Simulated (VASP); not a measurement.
# K (Im-3m) in VASP: single point with r2SCAN

Aim: the single point of K with r2SCAN.

All numbers are computed with VASP 6.6.1; they aren't measurements. Logs are shortened: lines on timing, memory, paths and dates and some standing lists are left out, and cuts for length are marked.

### 1 The cell of the first run

It takes space group Im-3m (No. 229, cubic). Conventional cell: a = 5.431 Å, b = 5.431 Å, c = 5.431 Å, α = 90.00°, β = 90.00°, γ = 90.00°.

### 2 Single point, r2SCAN

File POSCAR:

```
K
1.0
    4.5256778731     -0.9051355746     -0.9051355746
   -0.9051355746      4.5256778731     -0.9051355746
   -0.9051355746     -0.9051355746      4.5256778731
K
1
Direct
    0.0000000000      0.0000000000      0.0000000000
```

File INCAR.step1:

```
PREC = Accurate
ENCUT = 520
ISMEAR = 0
SIGMA = 0.15
LREAL = F
LASPH = T
NELM = 60
NBANDS = 10
GGA = PE
ALGO = Normal
EDIFF = 1E-4
LWAVE = T
LCHARG = F
```

File INCAR.step2:

```
PREC = Accurate
ENCUT = 520
EDIFF = 1E-6
ISMEAR = 0
SIGMA = 0.15
LREAL = F
LASPH = T
NELM = 60
ALGO = Normal
ISIF = 2
LWAVE = F
LCHARG = F
METAGGA = R2SCAN
LMIXTAU = T
NBANDS = 10
ISTART = 1
```

File KPOINTS:

```
regular mesh
0
Gamma
  12 12 12
```

Potentials or basis: VASP PAW PBE potentials, release 64 (K_sv).

Run with:

```console
$ cat potpaw_PBE.64/K_sv/POTCAR > POTCAR
$ cp INCAR.step1 INCAR
$ mpirun -np 1 vasp_std > vasp.out
$ cp INCAR.step2 INCAR
$ mpirun -np 1 vasp_std > vasp.out
```

OUTCAR:

```text
PREC = Accurate
   ENCUT = 520
   EDIFF = 1E-6
   ISMEAR = 0
   LREAL = F
   LASPH = T
   NELM = 60
   ISIF = 2
   METAGGA = R2SCAN
   ISTART = 1

 ion  position               nearest neighbor table
   1  0.000  0.000  0.000-

  LATTYP: Found a body centered cubic cell.
 ALAT       =     5.4308134477

  Lattice vectors:

 A1 = (   4.5256778731,  -0.9051355746,  -0.9051355746)
 A2 = (  -0.9051355746,   4.5256778731,  -0.9051355746)
 A3 = (  -0.9051355746,  -0.9051355746,   4.5256778731)

Analysis of symmetry for initial positions (statically):
=====================================================================
 Subroutine PRICEL returns:
 Original cell was already a primitive cell.

 Routine SETGRP: Setting up the symmetry group for a
 body centered cubic supercell.

 Subroutine GETGRP returns: Found 48 space group operations
 (whereof 48 operations were pure point group operations)
 out of a pool of 48 trial point group operations.

The static configuration has the point symmetry O_h .

Analysis of symmetry for dynamics (positions and initial velocities):
=====================================================================
 Subroutine PRICEL returns:
 Original cell was already a primitive cell.

 Routine SETGRP: Setting up the symmetry group for a
 body centered cubic supercell.

 Subroutine GETGRP returns: Found 48 space group operations
 (whereof 48 operations were pure point group operations)
 out of a pool of 48 trial point group operations.

The dynamic configuration has the point symmetry O_h .

 Subroutine INISYM returns: Found 48 space group operations
 (whereof 48 operations are pure point group operations),
 and found     1 'primitive' translations

----------------------------------------------------------------------------------------

                                     Primitive cell

  volume of cell :      80.0875

  direct lattice vectors                    reciprocal lattice vectors
     4.525677873 -0.905135575 -0.905135575     0.245512638  0.061378159  0.061378159
    -0.905135575  4.525677873 -0.905135575     0.061378159  0.245512638  0.061378159
    -0.905135575 -0.905135575  4.525677873     0.061378159  0.061378159  0.245512638

  length of vectors
[... 81 lines left out ...]
   LREAL  =      F    real-space projection
   EDIFFG = 0.1E-04   stopping-criterion for IOM
   NSW    =      0    number of steps for IOM
   IBRION =     -1    ionic relax: 0-MD 1-quasi-New 2-CG
   NFREE  =      0    steps in history (QN), initial steepest desc. (CG)
   ISIF   =      2    stress and relaxation
   ISYM   =      2    0-nonsym 1-usesym 2-fastsym
   POTIM  = 0.5000    time-step for ionic-motion
   TEBEG  =    0.0;   TEEND  =   0.0 temperature during run
   PSTRESS=    0.0 pullay stress
   NELECT =       9.0000    total number of electrons
   NUPDOWN=      -1.0000    fix difference up-down
   EMIN   =  10.00;   EMAX   =-10.00  energy-range for DOS
   EFERMI =   0.00;   METHOD = LEGACY
   ISMEAR =     0;   SIGMA  =   0.15  broadening in eV -4-tet -1-fermi 0-gaus
   EFERMI_NEDOS =   21; number of points for ismear=-14 and -15
   IALGO  =     38    algorithm
   IMIX   =      4    mixing-type and parameters
     AMIX     =   0.40;   BMIX     =  1.00
     AMIX_MAG =   1.60;   BMIX_MAG =  1.00
  volume/ion in A,a.u.               =      80.09       540.46
  Fermi-wavevector in a.u.,A,eV,Ry     =   0.790013  1.492908  8.491671  0.624120
  Thomas-Fermi vector in A             =   1.895269
   LORBIT       =      0    0 simple, 1 ext, 2 COOP (PROOUT), +10 PAW based schemes
   METAGGA = R2SCAN    functional components
   LHFCALC =     F    Hartree Fock is set to
   AEXX    =    0.0000 exact exchange contribution
   IVDW    =     0    specifies the selected vdW correction
   LEPSILON=     F    determine dielectric tensor
   LRPA    =     F    only Hartree local field effects (RPA)
 non-spin polarized calculation
 Gauss-broadening in eV      SIGMA  =   0.15
  energy-cutoff  :      520.00
  volume of cell :       80.09
 maximum number of plane-waves:      2214
   NGX = 17   NGY = 17   NGZ = 17

 number of electron       8.9999998 magnetization

 Free energy of the ion-electron system (eV)
  ---------------------------------------------------
  ext. energy  EPLUGINS =         0.00000000
  ---------------------------------------------------
  free energy    TOTEN  =        -6.01416332 eV

  energy without entropy =       -6.00472314  energy(sigma->0) =       -6.00944323

 E-fermi :  -0.2534     XC(G=0):  -5.6958

 val. band max:       -0.2834669093   @ k =   0.2500   0.2500   0.0000
 cond. band min:      -0.2121008879   @ k =   0.3333   0.1667   0.0000
 fundamental gap:      0.0713660214
 Fermi energy:        -0.2534357857

 k-point     1 :       0.0000    0.0000    0.0000
  band No.  band energies     occupation
      1     -33.9571      2.00000
      2     -16.6329      2.00000
      3     -16.6329      2.00000
      4     -16.6329      2.00000
      5      -2.4273      2.00000
      6       4.4231      0.00000
      7       4.4231      0.00000
      8       4.4232      0.00000
      9       5.3367      0.00000
     10       5.3367      0.00000
[... 287 lines left out ...]
 k-point    24 :       0.4167    0.0833    0.0833
  band No.  band energies     occupation
      1     -33.9542      2.00000
      2     -16.6806      2.00000
      3     -16.6521      2.00000
      4     -16.6362      2.00000
      5       0.4571      0.00000
      6       0.4946      0.00000
      7       2.7522      0.00000
      8       4.6795      0.00000
      9       5.8200      0.00000
     10       5.8995      0.00000

 [... further k-points ...]

------------------------ aborting loop because EDIFF is reached ----------------------------------------

  FORCE on cell =-STRESS in cart. coord.  units (eV):
  Direction    XX          YY          ZZ          XY          YZ          ZX
  --------------------------------------------------------------------------------------
  -------------------------------------------------------------------------------------
  Total       -0.0841382     -0.0841382     -0.0841382     -0.0000000     -0.0000000     -0.0000000
  in kB       -1.6832125     -1.6832125     -1.6832125     -0.0000000     -0.0000000     -0.0000000
  external PRESSURE =      -1.6832125 kB  Pullay stress =       0.0000000 kB

 VOLUME and BASIS-vectors are now :
 -----------------------------------------------------------------------------
  energy-cutoff  :      520.00
  volume of cell :       80.09
      direct lattice vectors                 reciprocal lattice vectors
     4.525677873 -0.905135575 -0.905135575     0.245512638  0.061378159  0.061378159
    -0.905135575  4.525677873 -0.905135575     0.061378159  0.245512638  0.061378159
    -0.905135575 -0.905135575  4.525677873     0.061378159  0.061378159  0.245512638

 POSITION                                       TOTAL-FORCE (eV/Angst)
 -----------------------------------------------------------------------------------
      0.00000      0.00000      0.00000        -0.000000     -0.000000     -0.000000
 -----------------------------------------------------------------------------------
    total drift:                               -0.000000     -0.000000     -0.000000

  FREE ENERGIE OF THE ION-ELECTRON SYSTEM (eV)
  ---------------------------------------------------
  free  energy   TOTEN  =        -6.0141633190 eV

  energy  without entropy=       -6.0047231389  energy(sigma->0) =       -6.00944323
```

OSZICAR.step1:

```text
N       E                     dE             d eps       ncg     rms          rms(c)
DAV:   1     0.449038931353E+02    0.44904E+02   -0.35260E+03  1440   0.679E+02
DAV:   2     0.613741989160E+00   -0.44290E+02   -0.43734E+02  1552   0.188E+02
DAV:   3    -0.992609337370E+00   -0.16064E+01   -0.16008E+01  2316   0.282E+01
DAV:   4    -0.104392022085E+01   -0.51311E-01   -0.51281E-01  1932   0.443E+00
DAV:   5    -0.104500413202E+01   -0.10839E-02   -0.10838E-02  2278   0.481E-01    0.178E+00
DAV:   6    -0.104547320263E+01   -0.46907E-03   -0.12807E-03  2144   0.224E-01    0.109E+00
DAV:   7    -0.104602105214E+01   -0.54785E-03   -0.25778E-03  2194   0.329E-01    0.506E-02
DAV:   8    -0.104609304090E+01   -0.71989E-04   -0.10024E-04  1560   0.118E-01
   1 F= -.10460930E+01 E0= -.10411121E+01  d E =-.996186E-02
```

It took 5.1 min on 1 thread of Oxide Virtual Turin-like, shared host; peak memory 0.2 GiB.

Results:

| Item | Value |
| --- | --- |
| Free energy | -6.0142 eV |
| Pressure | -0.2 GPa |

Levels at points of the mesh, in eV from the Fermi level:
```
           k point  band 1  band 2  band 3  band 4  band 5  band 6  band 7  band 8
(0.00, 0.00, 0.00)  -33.70  -16.38  -16.38  -16.38   -2.17    4.68    4.68    4.68
(0.50, 0.00, 0.00)  -33.70  -16.43  -16.40  -16.38    0.58    0.61    3.47    5.26
(0.50, 0.50, 0.50)  -33.70  -16.42  -16.42  -16.42    1.83    1.83    3.55    3.55
```

Caveat: the PAW data sets were made with another functional, which shifts forces and pressure a little.
